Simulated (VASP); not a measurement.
# Y (Im-3m) in VASP: further runs

Runs on Y. Level: PBEsol. Tasks: single point.

All numbers are computed with VASP 6.6.1; they aren't measurements. Logs are shortened: lines on timing, memory, paths and dates and some standing lists are left out, and cuts for length are marked.

## (1) The cell of the first run

It takes space group Im-3m (No. 229, cubic). The conventional cell has a = 4.030 Å, b = 4.030 Å, c = 4.030 Å, α = 90.00°, β = 90.00°, γ = 90.00°. Y (site symmetry m-3m) has 14 Y at 3.49 to 4.03 Å within 4.6 Å.

## (2) Single point, PBEsol (volume scaled by 1.04)

Input file INCAR:

```
PREC = Accurate ; ENCUT = 520
EDIFF = 1E-7 ; ISMEAR = -1
SIGMA = 0.1 ; LREAL = False
LASPH = True ; NELM = 60
ALGO = Normal ; ISIF = 2
LWAVE = False ; LCHARG = False
GGA = PS ; NBANDS = 12
```

Input file KPOINTS:

```
Automatic mesh
0
Gamma
  13 13 13
```

Input file POSCAR:

```
Y
1.0
   -2.0150822341      2.0150822341      2.0150822341
    2.0150822341     -2.0150822341      2.0150822341
    2.0150822341      2.0150822341     -2.0150822341
Y
1
Direct
    0.0000000000      0.0000000000      0.0000000000
```

Potentials or basis: VASP PAW PBE potentials, release 64 (Y_sv).

The run is started by

```
$ cat potpaw_PBE.64/Y_sv/POTCAR > POTCAR
$ mpirun -np 1 vasp_std > vasp.out
```

OUTCAR:

```text
PREC = Accurate
   ENCUT = 520
   EDIFF = 1E-7
   ISMEAR = -1
   LREAL = False
   LASPH = True
   NELM = 60
   ISIF = 2
   GGA = PS

 ion  position               nearest neighbor table
   1  0.000  0.000  0.000-

  LATTYP: Found a body centered cubic cell.
 ALAT       =     4.0301644682

  Lattice vectors:

 A1 = (  -2.0150822341,   2.0150822341,   2.0150822341)
 A2 = (   2.0150822341,  -2.0150822341,   2.0150822341)
 A3 = (   2.0150822341,   2.0150822341,  -2.0150822341)

Analysis of symmetry for initial positions (statically):
=====================================================================
 Subroutine PRICEL returns:
 Original cell was already a primitive cell.

 Routine SETGRP: Setting up the symmetry group for a
 body centered cubic supercell.

 Subroutine GETGRP returns: Found 48 space group operations
 (whereof 48 operations were pure point group operations)
 out of a pool of 48 trial point group operations.

The static configuration has the point symmetry O_h .

Analysis of symmetry for dynamics (positions and initial velocities):
=====================================================================
 Subroutine PRICEL returns:
 Original cell was already a primitive cell.

 Routine SETGRP: Setting up the symmetry group for a
 body centered cubic supercell.

 Subroutine GETGRP returns: Found 48 space group operations
 (whereof 48 operations were pure point group operations)
 out of a pool of 48 trial point group operations.

The dynamic configuration has the point symmetry O_h .

 Subroutine INISYM returns: Found 48 space group operations
 (whereof 48 operations are pure point group operations),
 and found     1 'primitive' translations

----------------------------------------------------------------------------------------

                                     Primitive cell

  volume of cell :      32.7294

  direct lattice vectors                    reciprocal lattice vectors
    -2.015082234  2.015082234  2.015082234     0.000000000  0.248128831  0.248128831
     2.015082234 -2.015082234  2.015082234     0.248128831  0.000000000  0.248128831
     2.015082234  2.015082234 -2.015082234     0.248128831  0.248128831  0.000000000

  length of vectors
     3.490224811  3.490224811  3.490224811     0.350907159  0.350907159  0.350907159
[... 77 lines left out ...]
   ENCUT  =  520.0 eV  38.22 Ry    6.18 a.u.   6.49  6.49  6.49*2*pi/ulx,y,z
   NELM   =     60;   NELMIN=  2; NELMDL= -5     # of ELM steps
   EDIFF  = 0.1E-06   stopping-criterion for ELM
   LREAL  =      F    real-space projection
   EDIFFG = 0.1E-05   stopping-criterion for IOM
   NSW    =      0    number of steps for IOM
   IBRION =     -1    ionic relax: 0-MD 1-quasi-New 2-CG
   NFREE  =      0    steps in history (QN), initial steepest desc. (CG)
   ISIF   =      2    stress and relaxation
   ISYM   =      2    0-nonsym 1-usesym 2-fastsym
   POTIM  = 0.5000    time-step for ionic-motion
   TEBEG  =    0.0;   TEEND  =   0.0 temperature during run
   PSTRESS=    0.0 pullay stress
   NELECT =      11.0000    total number of electrons
   NUPDOWN=      -1.0000    fix difference up-down
   EMIN   =  10.00;   EMAX   =-10.00  energy-range for DOS
   EFERMI =   0.00;   METHOD = LEGACY
   ISMEAR =    -1;   SIGMA  =   0.10  broadening in eV -4-tet -1-fermi 0-gaus
   EFERMI_NEDOS =   21; number of points for ismear=-14 and -15
   IALGO  =     38    algorithm
   IMIX   =      4    mixing-type and parameters
     AMIX     =   0.40;   BMIX     =  1.00
     AMIX_MAG =   1.60;   BMIX_MAG =  1.00
  volume/ion in A,a.u.               =      32.73       220.87
  Fermi-wavevector in a.u.,A,eV,Ry     =   1.138220  2.150924 17.626963  1.295545
  Thomas-Fermi vector in A             =   2.274925
   LORBIT       =      0    0 simple, 1 ext, 2 COOP (PROOUT), +10 PAW based schemes
   GGA     = PS    functional components
   LHFCALC =     F    Hartree Fock is set to
   AEXX    =    0.0000 exact exchange contribution
   IVDW    =     0    specifies the selected vdW correction
   LEPSILON=     F    determine dielectric tensor
   LRPA    =     F    only Hartree local field effects (RPA)
 non-spin polarized calculation
  energy-cutoff  :      520.00
  volume of cell :       32.73
 maximum number of plane-waves:       935
 NGX is ok and might be reduce to    28
   NGX = 13   NGY = 13   NGZ = 13

 number of electron      11.0000001 magnetization

 Free energy of the ion-electron system (eV)
  ---------------------------------------------------
  ext. energy  EPLUGINS =         0.00000000
  ---------------------------------------------------
  free energy    TOTEN  =        -6.72418732 eV

  energy without entropy =       -6.64340527  energy(sigma->0) =       -6.68379630

 E-fermi :   3.0315     XC(G=0):  -9.5498

 val. band max:        3.0293477383   @ k =  -0.3077   0.3846   0.1538
 cond. band min:       3.0435851531   @ k =   0.3846   0.2308  -0.0000
 fundamental gap:      0.0142374148
 Fermi energy:         3.0314711242

 k-point     1 :       0.0000    0.0000    0.0000
  band No.  band energies     occupation
      1     -39.7117      2.00000
      2     -19.4235      2.00000
      3     -19.4235      2.00000
      4     -19.4235      2.00000
      5      -1.7961      2.00000
      6       4.6851      0.00000
      7       4.6851      0.00000
      8       4.6851      0.00000
      9       6.6425      0.00000
     10       6.6425      0.00000
     11      13.3101      0.00000
     12      13.3101      0.00000
[... 331 lines left out ...]
 k-point    24 :       0.2308    0.0769    0.0769
  band No.  band energies     occupation
      1     -39.6617      2.00000
      2     -19.8243      2.00000
      3     -19.5453      2.00000
      4     -19.4536      2.00000
      5       0.4627      2.00000
      6       3.3905      0.05371
      7       3.4196      0.04042
      8       6.5342      0.00000
      9       6.9047      0.00000
     10       7.4273      0.00000
     11      12.8119      0.00000
     12      12.9226      0.00000

 [... further k-points ...]
[... 5 lines left out ...]
  --------------------------------------------------------------------------------------
  -------------------------------------------------------------------------------------
  Total       -0.3218766     -0.3218766     -0.3218766      0.0000000      0.0000000     -0.0000000
  in kB      -15.7565705    -15.7565705    -15.7565705      0.0000000      0.0000000     -0.0000000
  external PRESSURE =     -15.7565705 kB  Pullay stress =       0.0000000 kB

 VOLUME and BASIS-vectors are now :
 -----------------------------------------------------------------------------
  energy-cutoff  :      520.00
  volume of cell :       32.73
      direct lattice vectors                 reciprocal lattice vectors
    -2.015082234  2.015082234  2.015082234     0.000000000  0.248128831  0.248128831
     2.015082234 -2.015082234  2.015082234     0.248128831  0.000000000  0.248128831
     2.015082234  2.015082234 -2.015082234     0.248128831  0.248128831  0.000000000

 POSITION                                       TOTAL-FORCE (eV/Angst)
 -----------------------------------------------------------------------------------
      0.00000      0.00000      0.00000         0.000000     -0.000000     -0.000000
 -----------------------------------------------------------------------------------
    total drift:                                0.000000      0.000000      0.000000

  FREE ENERGIE OF THE ION-ELECTRON SYSTEM (eV)
  ---------------------------------------------------
  free  energy   TOTEN  =        -6.7241873203 eV

  energy  without entropy=       -6.6434052701  energy(sigma->0) =       -6.68379630
```

stdout:

```text
POSCAR found type information on POSCAR Y
 POSCAR found :  1 types and       1 ions
 scaLAPACK will be used
 -----------------------------------------------------------------------------
|                                                                             |
|                                                                             |
|     You enforced a specific xc type in the INCAR file but a different       |
|     I HOPE YOU KNOW WHAT YOU ARE DOING!                                     |
|                                                                             |
 -----------------------------------------------------------------------------

 LDA part: xc-table for (Slater+PW92), standard interpolation
 POSCAR, INCAR and KPOINTS ok, starting setup
 FFT: planning ... GRIDC
 FFT: planning ... GRID_SOFT
 FFT: planning ... GRID
 WAVECAR not read
 entering main loop
```

Wall time 73 s (1 thread of AMD EPYC 7R13, shared host); peak memory 0.16 GiB.

Results:

- Free energy: -6.7242 eV
- Pressure: -1.6 GPa

Caveat: the PAW data sets were made with another functional, which shifts forces and pressure a little.

## (3) Single point, PBEsol (volume scaled by 1.08)

Input file INCAR:

```
ALGO = Normal ; EDIFF = 1E-6
ENCUT = 520 ; GGA = PS
ISIF = 2 ; ISMEAR = -1
LASPH = T ; LCHARG = F
LREAL = F ; LWAVE = F
NBANDS = 12 ; NELM = 80
PREC = Accurate ; SIGMA = 0.1
```

Input file KPOINTS:

```
k-points
0
Gamma
  13 13 13
```

Input file POSCAR:

```
Y
1.0
   -2.0405923123      2.0405923123      2.0405923123
    2.0405923123     -2.0405923123      2.0405923123
    2.0405923123      2.0405923123     -2.0405923123
Y
1
Direct
    0.0000000000      0.0000000000      0.0000000000
```

Potentials or basis: VASP PAW PBE potentials, release 64 (Y_sv).

The run is started by

```
$ cat potpaw_PBE.64/Y_sv/POTCAR > POTCAR
$ mpirun -np 1 vasp_std > vasp.out
```

OUTCAR:

```text
EDIFF = 1E-6
   ENCUT = 520
   GGA = PS
   ISIF = 2
   ISMEAR = -1
   LASPH = T
   LREAL = F
   NELM = 80
   PREC = Accurate

 ion  position               nearest neighbor table
   1  0.000  0.000  0.000-

  LATTYP: Found a body centered cubic cell.
 ALAT       =     4.0811846246

  Lattice vectors:

 A1 = (  -2.0405923123,   2.0405923123,   2.0405923123)
 A2 = (   2.0405923123,  -2.0405923123,   2.0405923123)
 A3 = (   2.0405923123,   2.0405923123,  -2.0405923123)

Analysis of symmetry for initial positions (statically):
=====================================================================
 Subroutine PRICEL returns:
 Original cell was already a primitive cell.

 Routine SETGRP: Setting up the symmetry group for a
 body centered cubic supercell.

 Subroutine GETGRP returns: Found 48 space group operations
 (whereof 48 operations were pure point group operations)
 out of a pool of 48 trial point group operations.

The static configuration has the point symmetry O_h .

Analysis of symmetry for dynamics (positions and initial velocities):
=====================================================================
 Subroutine PRICEL returns:
[... 159 lines left out ...]
 Fermi energy:         2.8485311980

 k-point     1 :       0.0000    0.0000    0.0000
  band No.  band energies     occupation
      1     -39.9908      2.00000
      2     -19.7273      2.00000
      3     -19.7273      2.00000
      4     -19.7273      2.00000
      5      -1.9133      2.00000
      6       4.4597      0.00000
      7       4.4597      0.00000
      8       4.4597      0.00000
      9       6.3405      0.00000
     10       6.3405      0.00000
     11      12.9913      0.00000
     12      12.9913      0.00000
[... 331 lines left out ...]
 k-point    24 :       0.2308    0.0769    0.0769
  band No.  band energies     occupation
      1     -39.9485      2.00000
      2     -20.0799      2.00000
      3     -19.8349      2.00000
      4     -19.7535      2.00000
      5       0.2827      2.00000
      6       3.2044      0.05537
      7       3.2484      0.03602
      8       6.2316      0.00000
      9       6.5876      0.00000
     10       7.0721      0.00000
     11      12.2405      0.00000
     12      12.5107      0.00000

 [... further k-points ...]
[... 5 lines left out ...]
  --------------------------------------------------------------------------------------
  -------------------------------------------------------------------------------------
  Total       -0.6063658     -0.6063658     -0.6063658      0.0000000      0.0000000     -0.0000000
  in kB      -28.5835749    -28.5835749    -28.5835749      0.0000000      0.0000000     -0.0000000
  external PRESSURE =     -28.5835749 kB  Pullay stress =       0.0000000 kB

 VOLUME and BASIS-vectors are now :
 -----------------------------------------------------------------------------
  energy-cutoff  :      520.00
  volume of cell :       33.99
      direct lattice vectors                 reciprocal lattice vectors
    -2.040592312  2.040592312  2.040592312     0.000000000  0.245026896  0.245026896
     2.040592312 -2.040592312  2.040592312     0.245026896  0.000000000  0.245026896
     2.040592312  2.040592312 -2.040592312     0.245026896  0.245026896  0.000000000

 POSITION                                       TOTAL-FORCE (eV/Angst)
 -----------------------------------------------------------------------------------
      0.00000      0.00000      0.00000         0.000000      0.000000      0.000000
 -----------------------------------------------------------------------------------
    total drift:                                0.000000      0.000000      0.000000

  FREE ENERGIE OF THE ION-ELECTRON SYSTEM (eV)
  ---------------------------------------------------
  free  energy   TOTEN  =        -6.7068137449 eV

  energy  without entropy=       -6.6237694922  energy(sigma->0) =       -6.66529162
```

stdout:

```text
POSCAR found type information on POSCAR Y
 POSCAR found :  1 types and       1 ions
 scaLAPACK will be used
 -----------------------------------------------------------------------------
|                                                                             |
|                                                                             |
|     You enforced a specific xc type in the INCAR file but a different       |
|     I HOPE YOU KNOW WHAT YOU ARE DOING!                                     |
|                                                                             |
 -----------------------------------------------------------------------------

 LDA part: xc-table for (Slater+PW92), standard interpolation
 POSCAR, INCAR and KPOINTS ok, starting setup
 FFT: planning ... GRIDC
 FFT: planning ... GRID_SOFT
 FFT: planning ... GRID
 WAVECAR not read
 entering main loop
```

It took 61 s on 1 thread of AMD EPYC 7R13, shared host; peak memory 0.16 GiB.

What came out:

```yaml
Free_energy: -6.7068 eV
Pressure: -2.9 GPa
```

Levels at points of the mesh, in eV from the Fermi level:
```
           k point  band 1  band 2  band 3  band 4  band 5  band 6  band 7  band 8  band 9  band 10
(0.00, 0.00, 0.00)  -42.84  -22.58  -22.58  -22.58   -4.76    1.61    1.61    1.61    3.49     3.49
```

Caveat: the PAW data sets were made with another functional, which shifts forces and pressure a little.
